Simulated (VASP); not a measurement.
# TaSi2 (P1) in VASP: further runs, part 2 of 2

VASP 6.6.1. The steps go on from the part before.

### Step 4. Single point, PBE (atom 1 (Ta) moved by -0.648 Å along [1 0 0] and -0.216 Å along [0 0 1])

INCAR reads:

```
SYSTEM = TaSi2
ALGO = Fast ; EDIFF = 1E-6
ENCUT = 520 ; GGA = PE
ISIF = 2 ; ISMEAR = 0
LASPH = .TRUE. ; LCHARG = .FALSE.
LREAL = .FALSE. ; LWAVE = .FALSE.
NBANDS = 38 ; NELM = 60
PREC = Accurate ; SIGMA = 0.15
```

KPOINTS reads:

```
k-points
0
G
  9 9 6
  0 0 0
```

POSCAR reads:

```
TaSi2
1.0
    4.8060235202      0.0000000000      0.0000000000
   -2.4030117601      4.1621384597      0.0000000000
    0.0000000000      0.0000000000      6.5995345254
Ta Si
3 6
Direct
    0.3651691992      0.0000000000     -0.0327295810
    0.5000000000      0.5000000000      0.6666666667
    0.0000000000      0.5000000000      0.3333333333
    0.1589152396      0.3178304793      0.0000000000
    0.8410847604      0.1589152396      0.6666666667
    0.6821695207      0.8410847604      0.3333333333
    0.8410847604      0.6821695207      0.0000000000
    0.1589152396      0.8410847604      0.6666666667
    0.3178304793      0.1589152396      0.3333333333
```

Command:

```
$ cat potpaw_PBE.64/Ta_pv/POTCAR potpaw_PBE.64/Si/POTCAR > POTCAR
$ mpirun -np 1 vasp_std > vasp.out
```

It took 17 min on 1 thread of Oxide Virtual Turin-like, shared host; peak memory 0.89 GiB.

The run converged. Its results:

* Free energy: -67.5384 eV
* Pressure: 15.2 GPa
* Largest force: 15.799 eV/Å
* Band gap on the k mesh: zero (an odd number of electrons rules out a gap without spin polarisation)

Forces in eV/Å, atoms in the order of the input:
```
Ta  14.887  1.553  5.057
Ta  -1.456 -0.256 -0.521
Ta  -1.011  0.555 -0.072
Si  -4.713  2.978  0.684
Si  -0.792 -0.072  0.286
Si  -0.796  0.175 -0.579
Si  -4.591 -2.956  0.248
Si  -1.604 -2.034 -5.424
Si   0.075  0.059  0.320
```

Stress tensor (GPa, compression positive):
```
20.37  1.23  2.73
 1.23 10.11  5.59
 2.73  5.59 15.22
```

Levels at points of the mesh, in eV from the Fermi level:
```
           k point  band 24  band 25  band 26  band 27  band 28  band 29  band 30  band 31  band 32  band 33
(0.00, 0.00, 0.00)    -2.51    -2.12    -1.97    -1.75    -1.61    -1.16     0.59     1.92     2.19     2.35
(0.00, 0.00, 0.50)    -2.10    -2.01    -1.85    -1.65    -1.40     0.56     0.88     1.63     2.00     2.30
```

Caveat: the cell differs from its parent crystal (atom 1 (Ta) moved by -0.648 Å along [1 0 0] and -0.216 Å along [0 0 1]); the cell stands under pressure; spin-orbit coupling is left out, which moves the levels of the heavy elements; forces of over 1 eV/Å act on the atoms, so gaps and moduli don't describe the material at rest.

### Step 5. Single point, PBE (atom 1 (Ta) moved by -0.216 Å along [1 0 0] and -1.080 Å along [0 0 1])

INCAR reads:

```
PREC     = Accurate       # precision mode
ENCUT    = 520            # plane-wave cutoff, eV
EDIFF    = 1E-6           # SCF threshold, eV
ISMEAR   = 0              # smearing method
SIGMA    = 0.15           # smearing width, eV
LREAL    = F              # projectors in reciprocal space
LASPH    = T              # aspherical terms in the spheres
NELM     = 60             # most SCF steps
ALGO     = Fast           # electronic algorithm
ISIF     = 2              # what is computed and relaxed
LWAVE    = F              # write WAVECAR
LCHARG   = F              # write CHGCAR
GGA      = PE             # functional
NBANDS   = 38             # bands
```

KPOINTS reads:

```
regular mesh
0
Gamma
  9 9 6
```

Edit POSCAR of step 4 so:

```diff
@@ -8,3 +8,3 @@
 Direct
-    0.3651691992      0.0000000000     -0.0327295810
+    0.4550563997      0.0000000000     -0.1636479051
     0.5000000000      0.5000000000      0.6666666667
```

Potentials or basis: VASP PAW PBE potentials, release 64 (Ta_pv, Si).

Command:

```
$ cat potpaw_PBE.64/Ta_pv/POTCAR potpaw_PBE.64/Si/POTCAR > POTCAR
$ mpirun -np 1 vasp_std > vasp.out
```

OUTCAR:

```text
PREC = Accurate
   ENCUT = 520
   EDIFF = 1E-6
   ISMEAR = 0
   LREAL = F
   LASPH = T
   NELM = 60
   ISIF = 2
   GGA = PE

 ion  position               nearest neighbor table
   1  0.455  0.000  0.836-   8 1.67   5 1.97   2 2.56   2 2.76   7 2.77   4 2.77   4 3.05   7 3.05
                             4 3.13   7 3.13
   2  0.500  0.500  0.667-   1 2.56   7 2.62   4 2.62   9 2.62   6 2.62   8 2.74   5 2.74   8 2.74
                             5 2.74   1 2.76   5 2.84   8 2.84   3 3.26   3 3.26
   3  0.000  0.500  0.333-   4 2.62   7 2.62   5 2.62   8 2.62   9 2.74   6 2.74   9 2.74   6 2.74
                             6 2.84   9 2.84   2 3.26   2 3.26
   4  0.159  0.318  0.000-   5 2.57   9 2.57   3 2.62   2 2.62   7 2.65   1 2.77   7 2.84   7 2.84
                             1 3.05   1 3.13
   5  0.841  0.159  0.667-   1 1.97   4 2.57   6 2.57   3 2.62   8 2.65   2 2.74   2 2.74   2 2.84
                             8 2.84   8 2.84
   6  0.682  0.841  0.333-   7 2.57   5 2.57   2 2.62   9 2.65   3 2.74   3 2.74   3 2.84   9 2.84
                             9 2.84
   7  0.841  0.682  0.000-   8 2.57   6 2.57   3 2.62   2 2.62   4 2.65   1 2.77   4 2.84   4 2.84
                             1 3.05   1 3.13
   8  0.159  0.841  0.667-   1 1.67   7 2.57   9 2.57   3 2.62   5 2.65   2 2.74   2 2.74   2 2.84
                             5 2.84   5 2.84
[... 1207 lines left out ...]

 [... further k-points ...]

------------------------ aborting loop because EDIFF is reached ----------------------------------------

  FORCE on cell =-STRESS in cart. coord.  units (eV):
  Direction    XX          YY          ZZ          XY          YZ          ZX
  --------------------------------------------------------------------------------------
  -------------------------------------------------------------------------------------
  Total       38.5081526     18.9107138     47.9027448     21.0552664     11.1293896     15.6417909
  in kB      467.3557026    229.5106190    581.3735386    255.5380650    135.0722723    189.8372076
  external PRESSURE =     426.0799534 kB  Pullay stress =       0.0000000 kB

 VOLUME and BASIS-vectors are now :
 -----------------------------------------------------------------------------
  energy-cutoff  :      520.00
  volume of cell :      132.01
      direct lattice vectors                 reciprocal lattice vectors
     4.806023520  0.000000000  0.000000000     0.208072223  0.120130554  0.000000000
    -2.403011760  4.162138460  0.000000000     0.000000000  0.240261108  0.000000000
     0.000000000  0.000000000  6.599534525     0.000000000  0.000000000  0.151525838

 POSITION                                       TOTAL-FORCE (eV/Angst)
 -----------------------------------------------------------------------------------
      2.18701      0.00000      5.51953        14.675335      9.474946     38.827768
      1.20151      2.08107      4.39969        -0.617937      0.638000     -3.026296
     -1.20151      2.08107      2.19984         0.162360     -0.122802     -1.121424
     -0.00000      1.32285      0.00000        -0.619042      0.089657      0.043974
      3.66040      0.66143      4.39969         8.902490      4.889072     -7.594814
      1.25739      3.50071      2.19984        -0.515222      0.024466     -0.818333
      2.40301      2.83928      0.00000        -0.124816     -0.103323     -0.068579
     -1.25739      3.50071      4.39969       -22.528779    -14.986810    -25.252951
      1.14563      0.66143      2.19984         0.665609      0.096794     -0.989346
 -----------------------------------------------------------------------------------
    total drift:                                0.000265      0.000017      0.000303

  FREE ENERGIE OF THE ION-ELECTRON SYSTEM (eV)
  ---------------------------------------------------
  free  energy   TOTEN  =       -54.6153505100 eV

  energy  without entropy=      -54.5640010015  energy(sigma->0) =      -54.58967576
```

Wall time 33 min (1 thread of Oxide Virtual Turin-like, shared host); peak memory 0.89 GiB.

Results:

- Free energy: -54.6154 eV
- Pressure: 42.6 GPa
- Largest force: 42.576 eV/Å
- Band gap on the k mesh: zero (an odd number of electrons rules out a gap without spin polarisation)

Forces on the atoms (eV/Å):
```
Ta   14.675   9.475  38.828
Ta   -0.618   0.638  -3.026
Ta    0.162  -0.123  -1.121
Si   -0.619   0.090   0.044
Si    8.902   4.889  -7.595
Si   -0.515   0.024  -0.818
Si   -0.125  -0.103  -0.069
Si  -22.529 -14.987 -25.253
Si    0.666   0.097  -0.989
```

Stress tensor (GPa, compression positive):
```
46.74 25.55 18.98
25.55 22.95 13.51
18.98 13.51 58.14
```

Caveat: the cell differs from its parent crystal (atom 1 (Ta) moved by -0.216 Å along [1 0 0] and -1.080 Å along [0 0 1]); atoms lie so close that the PAW spheres overlap strongly, which falsifies energies and pressures; the cell stands under pressure; spin-orbit coupling is left out, which moves the levels of the heavy elements; forces of over 1 eV/Å act on the atoms, so gaps and moduli don't describe the material at rest.

### Step 6. Single point, PBE (atom 1 (Ta) moved by -0.648 Å along [1 0 0] and -0.864 Å along [0 0 1])

INCAR reads:

```
PREC     = Accurate       # precision mode
ENCUT    = 520            # plane-wave cutoff, eV
EDIFF    = 1E-6           # SCF threshold, eV
ISMEAR   = 0              # smearing method
SIGMA    = 0.15           # smearing width, eV
LREAL    = False          # projectors in reciprocal space
LASPH    = True           # aspherical terms in the spheres
NELM     = 100            # most SCF steps
ALGO     = Fast           # electronic algorithm
ISIF     = 2              # what is computed and relaxed
LWAVE    = False          # write WAVECAR
LCHARG   = False          # write CHGCAR
GGA      = PE             # functional
NBANDS   = 38             # bands
```

KPOINTS reads:

```
Automatic mesh
0
Gamma
  9 9 6
```

Edit POSCAR of step 5 so:

```diff
@@ -8,3 +8,3 @@
 Direct
-    0.4550563997      0.0000000000     -0.1636479051
+    0.3651691992      0.0000000000     -0.1309183241
     0.5000000000      0.5000000000      0.6666666667
```

Potentials or basis: VASP PAW PBE potentials, release 64 (Ta_pv, Si).

Command:

```
$ cat potpaw_PBE.64/Ta_pv/POTCAR potpaw_PBE.64/Si/POTCAR > POTCAR
$ mpirun -np 1 vasp_std > vasp.out
```

Run time: 28 min. Hardware: 1 thread of Oxide Virtual Turin-like, shared host; peak memory 0.89 GiB.

The run converged. Its results:

```yaml
Free_energy: -54.7918 eV
Pressure: 39.7 GPa
Largest_force: 48.363 eV/Å
Band_gap_on_the_k_mesh: zero (an odd number of electrons rules out a gap without spin polarisation)
```

Forces on the atoms (eV/Å):
```
Ta   21.208  16.047  40.395
Ta   -1.484   1.469  -2.505
Ta    0.089   0.066  -0.343
Si   -2.395   1.665   1.062
Si    0.471   0.676  -0.944
Si   -0.510   0.118  -0.634
Si   -2.165  -1.714   0.891
Si  -15.845 -18.251 -36.773
Si    0.632  -0.074  -1.149
```

Stress tensor (GPa, compression positive):
```
22.63 14.77 23.53
14.77 24.35 26.71
23.53 26.71 72.18
```

Levels at points of the mesh, in eV from the Fermi level:
```tsv
k point	band 25	band 26	band 27	band 28	band 29	band 30	band 31	band 32
(0.00, 0.00, 0.00)	-2.08	-1.68	-1.35	-0.91	-0.43	0.76	1.02	1.26
(0.00, 0.00, 0.50)	-1.84	-1.74	-1.26	-0.53	-0.08	0.70	1.16	1.94
```

Caveat: the cell differs from its parent crystal (atom 1 (Ta) moved by -0.648 Å along [1 0 0] and -0.864 Å along [0 0 1]); atoms lie so close that the PAW spheres overlap strongly, which falsifies energies and pressures; the cell stands under pressure; spin-orbit coupling is left out, which moves the levels of the heavy elements; forces of over 1 eV/Å act on the atoms, so gaps and moduli don't describe the material at rest.

### Step 7. The runs side by side

| cell | gap on the mesh (eV) | pressure (GPa) | largest force (eV/Å) |
| --- | --- | --- | --- |
| as given, atomic positions A | none | 3.1 | 5.82 |
| as given, atomic positions B | none | 25.7 | 23.08 |
| as given, atomic positions C | none | 15.2 | 15.80 |
| as given, atomic positions D | none | 42.6 | 42.58 |
| as given, atomic positions E | none | 39.7 | 48.36 |

Alike in all rows: task single point; level PBE; potentials or basis VASP PAW PBE potentials, release 64 (Ta_pv, Si); no spin polarisation; k mesh 9 × 9 × 6; cutoff (eV) 520; smearing gaussian 0.15 eV.

Caveats: the cell stands under pressure; spin-orbit coupling is left out, which moves the levels of the heavy elements; forces of over 1 eV/Å act on the atoms, so gaps and moduli don't describe the material at rest; atoms lie so close that the PAW spheres overlap strongly, which falsifies energies and pressures (at least some runs).

Absolute energies hang on the potentials; compare differences alone.
